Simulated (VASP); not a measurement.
# Ag (Fm-3m) in VASP: further runs

Ag is run at these levels: LDA; tasks: single point, relaxation of cell and atoms.

Everything below comes from runs of VASP 6.6.1. Logs are shortened: lines on timing, memory, paths and dates and some standing lists are left out, and cuts for length are marked.

## Step 1: The cell of the first run

The structure is cubic, space group Fm-3m (No. 225). Conventional cell: a = 4.001 Å, b = 4.001 Å, c = 4.001 Å, α = 90.00°, β = 90.00°, γ = 90.00°. Ag (site symmetry m-3m) has 12 Ag at 2.83 Å within 3.7 Å.

## Step 2: Single point, LDA

Contents of INCAR:

```
PREC     = Accurate       # precision mode
ENCUT    = 520            # plane-wave cutoff, eV
EDIFF    = 1E-6           # SCF threshold, eV
ISMEAR   = -1             # smearing method
SIGMA    = 0.15           # smearing width, eV
LREAL    = False          # projectors in reciprocal space
LASPH    = True           # aspherical terms in the spheres
NELM     = 100            # most SCF steps
ALGO     = Fast           # electronic algorithm
ISIF     = 2              # what is computed and relaxed
LWAVE    = False          # write WAVECAR
LCHARG   = False          # write CHGCAR
GGA      = CA             # functional
NBANDS   = 12             # bands
```

Contents of KPOINTS:

```
regular mesh
0
Gamma
  20 20 20
```

Contents of POSCAR:

```
Ag
1.0
    0.0000000000      2.0007476281      2.0007476281
    2.0007476281      0.0000000000      2.0007476281
    2.0007476281      2.0007476281      0.0000000000
Ag
1
Direct
    0.0000000000      0.0000000000      0.0000000000
```

Potentials or basis: VASP PAW LDA potentials, release 64 (Ag).

Started as:

```
$ cat potpaw_LDA.64/Ag/POTCAR > POTCAR
$ mpirun -np 1 vasp_std > vasp.out
```

OUTCAR:

```text
PREC = Accurate
   ENCUT = 520
   EDIFF = 1E-6
   ISMEAR = -1
   LREAL = False
   LASPH = True
   NELM = 100
   ISIF = 2
   GGA = CA

 ion  position               nearest neighbor table
   1  0.000  0.000  0.000-

  LATTYP: Found a face centered cubic cell.
 ALAT       =     4.0014952562

  Lattice vectors:

 A1 = (   0.0000000000,   2.0007476281,   2.0007476281)
 A2 = (   2.0007476281,   0.0000000000,   2.0007476281)
 A3 = (   2.0007476281,   2.0007476281,   0.0000000000)

Analysis of symmetry for initial positions (statically):
=====================================================================
 Subroutine PRICEL returns:
 Original cell was already a primitive cell.

 Routine SETGRP: Setting up the symmetry group for a
 face centered cubic supercell.

 Subroutine GETGRP returns: Found 48 space group operations
 (whereof 48 operations were pure point group operations)
 out of a pool of 48 trial point group operations.

The static configuration has the point symmetry O_h .

Analysis of symmetry for dynamics (positions and initial velocities):
=====================================================================
 Subroutine PRICEL returns:
 Original cell was already a primitive cell.

 Routine SETGRP: Setting up the symmetry group for a
 face centered cubic supercell.

 Subroutine GETGRP returns: Found 48 space group operations
 (whereof 48 operations were pure point group operations)
 out of a pool of 48 trial point group operations.

The dynamic configuration has the point symmetry O_h .

 Subroutine INISYM returns: Found 48 space group operations
 (whereof 48 operations are pure point group operations),
 and found     1 'primitive' translations

----------------------------------------------------------------------------------------

                                     Primitive cell

  volume of cell :      16.0179

  direct lattice vectors                    reciprocal lattice vectors
     0.000000000  2.000747628  2.000747628    -0.249906581  0.249906581  0.249906581
     2.000747628  0.000000000  2.000747628     0.249906581 -0.249906581  0.249906581
     2.000747628  2.000747628  0.000000000     0.249906581  0.249906581 -0.249906581

  length of vectors
     2.829484431  2.829484431  2.829484431     0.432850896  0.432850896  0.432850896

  position of ions in fractional coordinates (direct lattice)
     0.000000000  0.000000000  0.000000000

  ion indices of the primitive-cell ions
   primitive index   ion index
                 1           1

----------------------------------------------------------------------------------------

 KPOINTS: regular mesh

Automatic generation of k-mesh.
 Grid dimensions read from file:
 generate k-points for:   20   20   20

 Generating k-lattice:

  Cartesian coordinates                     Fractional coordinates (reciprocal lattice)
    -0.012495329  0.012495329  0.012495329     0.050000000  0.000000000  0.000000000
     0.012495329 -0.012495329  0.012495329     0.000000000  0.050000000  0.000000000
     0.012495329  0.012495329 -0.012495329     0.000000000  0.000000000  0.050000000

  Length of vectors
     0.021642545  0.021642545  0.021642545

  Shift w.r.t. Gamma in fractional coordinates (k-lattice)
     0.000000000  0.000000000  0.000000000

 Subroutine IBZKPT returns following result:
 ===========================================

 Found    256 irreducible k-points:

 Following reciprocal coordinates:
            Coordinates               Weight
  0.000000  0.000000  0.000000      1.000000
  0.050000  0.000000  0.000000      8.000000
  0.100000  0.000000  0.000000      8.000000
  0.150000  0.000000  0.000000      8.000000
  0.200000  0.000000  0.000000      8.000000
  0.250000  0.000000  0.000000      8.000000
[... 16 lines left out ...]
 -0.400000  0.050000  0.000000     24.000000
 -0.350000  0.050000  0.000000     24.000000
 [... further k-points ...]
   k-points           NKPTS =    256   k-points in BZ     NKDIM =    256   number of bands    NBANDS=     12
   number of dos      NEDOS =    301   number of ions     NIONS =      1
   total plane-waves  NPLWV =  13824
   dimension x,y,z NGX =    24 NGY =   24 NGZ =   24
   dimension x,y,z NGXF=    48 NGYF=   48 NGZF=   48
   ions per type =               1
   NGX,Y,Z   is equivalent  to a cutoff of  14.10, 14.10, 14.10 a.u.
   NGXF,Y,Z  is equivalent  to a cutoff of  28.20, 28.20, 28.20 a.u.
 SYSTEM =  unknown system
   PREC   = accura    normal or accurate (medium, high low for compatibility)
   ISTART =      0    job   : 0-new  1-cont  2-samecut
   ICHARG =      2    charge: 1-file 2-atom 10-const
   ISPIN  =      1    spin polarized calculation?
   LNONCOLLINEAR =      F non collinear calculations
   LSORBIT =      F    spin-orbit coupling
   LASPH  =      T    aspherical Exc in radial PAW
   ENCUT  =  520.0 eV  38.22 Ry    6.18 a.u.   5.26  5.26  5.26*2*pi/ulx,y,z
   NELM   =    100;   NELMIN=  2; NELMDL= -5     # of ELM steps
   EDIFF  = 0.1E-05   stopping-criterion for ELM
   LREAL  =      F    real-space projection
   EDIFFG = 0.1E-04   stopping-criterion for IOM
   NSW    =      0    number of steps for IOM
   IBRION =     -1    ionic relax: 0-MD 1-quasi-New 2-CG
   NFREE  =      0    steps in history (QN), initial steepest desc. (CG)
   ISIF   =      2    stress and relaxation
   ISYM   =      2    0-nonsym 1-usesym 2-fastsym
   POTIM  = 0.5000    time-step for ionic-motion
   TEBEG  =    0.0;   TEEND  =   0.0 temperature during run
   PSTRESS=    0.0 pullay stress
   NELECT =      11.0000    total number of electrons
   NUPDOWN=      -1.0000    fix difference up-down
   EMIN   =  10.00;   EMAX   =-10.00  energy-range for DOS
   EFERMI =   0.00;   METHOD = LEGACY
   ISMEAR =    -1;   SIGMA  =   0.15  broadening in eV -4-tet -1-fermi 0-gaus
   EFERMI_NEDOS =   21; number of points for ismear=-14 and -15
   IALGO  =     68    algorithm
   IMIX   =      4    mixing-type and parameters
     AMIX     =   0.40;   BMIX     =  1.00
     AMIX_MAG =   1.60;   BMIX_MAG =  1.00
  volume/ion in A,a.u.               =      16.02       108.09
  Fermi-wavevector in a.u.,A,eV,Ry     =   1.444342  2.729411 28.383443  2.086124
  Thomas-Fermi vector in A             =   2.562648
   LORBIT       =      0    0 simple, 1 ext, 2 COOP (PROOUT), +10 PAW based schemes
   GGA     = CA    functional components
   LHFCALC =     F    Hartree Fock is set to
   AEXX    =    0.0000 exact exchange contribution
   IVDW    =     0    specifies the selected vdW correction
   LEPSILON=     F    determine dielectric tensor
   LRPA    =     F    only Hartree local field effects (RPA)
 non-spin polarized calculation
 RMM-DIIS sequential band-by-band and
  energy-cutoff  :      520.00
  volume of cell :       16.02
 maximum number of plane-waves:       444
 NGX is ok and might be reduce to    24
   NGX = 11   NGY = 11   NGZ = 11

 number of electron      11.0000002 magnetization

 Free energy of the ion-electron system (eV)
  ---------------------------------------------------
  ext. energy  EPLUGINS =         0.00000000
  ---------------------------------------------------
  free energy    TOTEN  =        -3.79247807 eV

  energy without entropy =       -3.77495088  energy(sigma->0) =       -3.78371447

 E-fermi :   9.0804     XC(G=0): -12.9547

 val. band max:        9.0484944749   @ k =   0.5000   0.3500   0.1500
 cond. band min:       9.0866710184   @ k =   0.5000   0.1000   0.0000
 fundamental gap:      0.0381765434
 Fermi energy:         9.0803729018

 k-point     1 :       0.0000    0.0000    0.0000
  band No.  band energies     occupation
      1       0.7575      2.00000
      2       4.0453      2.00000
      3       4.0453      2.00000
      4       4.0453      2.00000
      5       5.2222      2.00000
      6       5.2222      2.00000
      7      25.1938      0.00000
      8      29.0726      0.00000
      9      29.0726      0.00000
     10      29.0726      0.00000
     11      34.2519      0.00000
     12      35.6751      0.00000

 k-point     2 :       0.0500    0.0000    0.0000
  band No.  band energies     occupation
      1       0.8401      2.00000
      2       4.0238      2.00000
      3       4.0698      2.00000
      4       4.0698      2.00000
      5       5.2121      2.00000
      6       5.2121      2.00000
      7      25.2339      0.00000
      8      28.3894      0.00000
      9      29.1243      0.00000
     10      29.1243      0.00000
     11      34.4796      0.00000
     12      35.5582      0.00000

 k-point     3 :       0.1000    0.0000    0.0000
  band No.  band energies     occupation
      1       1.0810      2.00000
      2       3.9701      2.00000
      3       4.1359      2.00000
      4       4.1359      2.00000
      5       5.1899      2.00000
      6       5.1899      2.00000
      7      25.2154      0.00000
      8      27.0394      0.00000
      9      29.2632      0.00000
     10      29.2632      0.00000
     11      33.7441      0.00000
     12      35.1121      0.00000
[... 286 lines left out ...]
 k-point    23 :      -0.4000    0.0500    0.0000
  band No.  band energies     occupation
      1       2.3437      2.00000
      2       4.0416      2.00000
      3       4.0951      2.00000
      4       5.8064      2.00000
      5       5.9205      2.00000
      6       7.5899      1.99990
      7      14.5524      0.00000
      8      24.6030      0.00000
      9      26.8916      0.00000
     10      28.0175      0.00000
     11      32.8361      0.00000
     12      33.0571      0.00000

 k-point    24 :      -0.3500    0.0500    0.0000
  band No.  band energies     occupation
      1       2.3983      2.00000
      2       4.1061      2.00000
      3       4.1526      2.00000
      4       5.5041      2.00000
      5       5.7173      2.00000
      6       6.6449      2.00000
      7      16.2322      0.00000
      8      24.8692      0.00000
      9      27.1740      0.00000
     10      28.8330      0.00000
     11      32.6170      0.00000
     12      32.7814      0.00000

 [... further k-points ...]
[... 5 lines left out ...]
  --------------------------------------------------------------------------------------
  -------------------------------------------------------------------------------------
  Total        0.0130070      0.0130070      0.0130070      0.0000000      0.0000000     -0.0000000
  in kB        1.3010088      1.3010088      1.3010088      0.0000000      0.0000000     -0.0000000
  external PRESSURE =       1.3010088 kB  Pullay stress =       0.0000000 kB

 VOLUME and BASIS-vectors are now :
 -----------------------------------------------------------------------------
  energy-cutoff  :      520.00
  volume of cell :       16.02
      direct lattice vectors                 reciprocal lattice vectors
     0.000000000  2.000747628  2.000747628    -0.249906581  0.249906581  0.249906581
     2.000747628  0.000000000  2.000747628     0.249906581 -0.249906581  0.249906581
     2.000747628  2.000747628  0.000000000     0.249906581  0.249906581 -0.249906581

 POSITION                                       TOTAL-FORCE (eV/Angst)
 -----------------------------------------------------------------------------------
      0.00000      0.00000      0.00000         0.000000      0.000000      0.000000
 -----------------------------------------------------------------------------------
    total drift:                               -0.000000      0.000000      0.000000

  FREE ENERGIE OF THE ION-ELECTRON SYSTEM (eV)
  ---------------------------------------------------
  free  energy   TOTEN  =        -3.7924780661 eV

  energy  without entropy=       -3.7749508750  energy(sigma->0) =       -3.78371447
```

Wall time 54 s (1 thread of Intel Xeon Platinum 8259CL at 2.50GHz (Skylake/Cascade Lake), shared host); peak memory 0.16 GiB.

Results:

```yaml
Free_energy: -3.7925 eV
Pressure: 0.1 GPa
Band_gap_on_the_k_mesh: zero (an odd number of electrons rules out a gap without spin polarisation)
```

Levels at points of the mesh, in eV from the Fermi level:
```csv
k point,band 2,band 3,band 4,band 5,band 6,band 7,band 8,band 9,band 10,band 11
"(0.00, 0.00, 0.00)",-5.04,-5.04,-5.04,-3.86,-3.86,16.11,19.99,19.99,19.99,25.17
"(0.50, 0.00, 0.00)",-5.06,-5.06,-2.96,-2.96,-0.63,3.91,15.38,18.34,18.34,23.77
"(0.50, 0.50, 0.00)",-6.72,-2.99,-2.73,-2.73,1.46,7.20,10.85,10.85,17.99,18.08
```

## Step 3: Single point, LDA (16.34 Å³/atom)

This run uses another cell than the first one, of 16.34 Å³/atom.

Contents of INCAR:

```
  ALGO = Fast
  EDIFF = 1E-7
  ENCUT = 520
  ISIF = 2
  ISMEAR = -1
  LASPH = T
  LCHARG = F
  LREAL = F
  LWAVE = F
  NBANDS = 12
  NELM = 60
  PREC = Accurate
  SIGMA = 0.15
```

Contents of KPOINTS:

```
k-points
0
Gamma
  20 20 20
```

Contents of POSCAR:

```
Ag
1.0
    0.0000000000      2.0139979986      2.0139979986
    2.0139979986      0.0000000000      2.0139979986
    2.0139979986      2.0139979986      0.0000000000
Ag
1
Direct
    0.0000000000      0.0000000000      0.0000000000
```

Potentials or basis: VASP PAW LDA potentials, release 64 (Ag).

Started as:

```
$ cat potpaw_LDA.64/Ag/POTCAR > POTCAR
$ mpirun -np 1 vasp_std > vasp.out
```

Run time: 49 s. Hardware: 1 thread of Intel Xeon Platinum 8259CL at 2.50GHz (Skylake/Cascade Lake), shared host; peak memory 0.17 GiB.

Results (log left out):

```
Free energy            : -3.7903 eV
Pressure               : -2.4 GPa
Band gap on the k mesh : zero (an odd number of electrons rules out a gap without spin polarisation)
```

Levels at points of the mesh, in eV from the Fermi level:
```csv
k point,band 2,band 3,band 4,band 5,band 6,band 7,band 8,band 9,band 10,band 11
"(0.00, 0.00, 0.00)",-4.95,-4.95,-4.95,-3.81,-3.81,16.09,19.84,19.84,19.84,24.97
"(0.50, 0.00, 0.00)",-4.97,-4.97,-2.95,-2.95,-0.57,3.80,15.35,18.14,18.14,23.47
"(0.50, 0.50, 0.00)",-6.58,-2.98,-2.72,-2.72,1.48,7.04,10.76,10.76,17.75,17.82
```

[end of part 1 of 3]

The gap in the log of VASP goes by the Fermi energy; the results here count the filled bands.